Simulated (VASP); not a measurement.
Write the native input for VASP 6.6.1 that does the following.

```yaml
Task: single point
Functional: PBE
Potentials_or_basis: VASP PAW PBE potentials, release 64 (Al, N, Si)
Cutoff: 520 eV
k_mesh: 1 × 1 × 1, shifted
Occupations: fermi-dirac, width 0.1379 eV
Spin: no spin polarisation
Dipole_correction: no
Mended: yes
Further_INCAR_settings: ALGO = Normal; EDIFF = 1e-06; NBANDS = 41; ISYM = -1
```

The structure of Al3Si8N3 lies in POSCAR:

```
Al3Si8N3
1.0
    5.7732050000     -0.0648510000     -0.2515370000
   -0.0648510000      5.9471390000      0.0684970000
   -0.2515370000      0.0684970000      6.5273540000
Al N Si
3 3 8
Direct
    0.4970150507      0.7296994042      0.0826917699
    0.2079664090      0.0081419782      0.3061207567
    0.2032442665     -0.1216512072      0.7853954598
    0.9828457229      0.3604483123      0.1047098773
    0.4260147293      0.4457876710      0.0508378049
    0.2737311045      0.9328808440      0.0568446206
    0.9729626266      0.1792651889      0.6563733134
    0.9880443676      0.5604573026      0.3272578862
    0.6802205392      0.9413055763      0.7153580188
    0.1974471071      0.3052009475      0.9651106564
    0.7523291585      0.8883654830      0.3374496387
    0.3636107771      0.6187929410      0.5051154118
    0.6534930657      0.2204374648      0.0539795115
    0.5174808357      0.2362638415      0.5116464057
```

These files were run (other wordings do the same):

INCAR

```
SYSTEM = Al3Si8N3
PREC = Accurate ; ENCUT = 520
EDIFF = 1E-6 ; ISMEAR = -1
SIGMA = 0.1379 ; LREAL = .FALSE.
LASPH = .TRUE. ; NELM = 120
ALGO = Normal ; ISIF = 2
LWAVE = .FALSE. ; LCHARG = .TRUE.
GGA = PE ; LELF = .TRUE.
LVHAR = .TRUE. ; NBANDS = 41
ISYM = -1 ; GGA_COMPAT = .FALSE.
```

KPOINTS

```
explicit points
1
Reciprocal
  0.25000000   0.25000000   0.25000000 1
```

Potentials or basis: VASP PAW PBE potentials, release 64 (Al, N, Si).

The run is started by

```console
$ cat potpaw_PBE.64/Al/POTCAR potpaw_PBE.64/N/POTCAR potpaw_PBE.64/Si/POTCAR > POTCAR
$ mpirun -np 1 vasp_std > vasp.out
```

It gave:

```yaml
Pressure: 2.8 GPa
Largest_force: 5.024 eV/Å
```

Caveat: the atoms stand as in a frame of molecular dynamics.

Run time: 55 s on 1 thread of AMD EPYC 7R43 64-Core Processor (Zen 3) (shared host), peak memory 0.28 GiB.
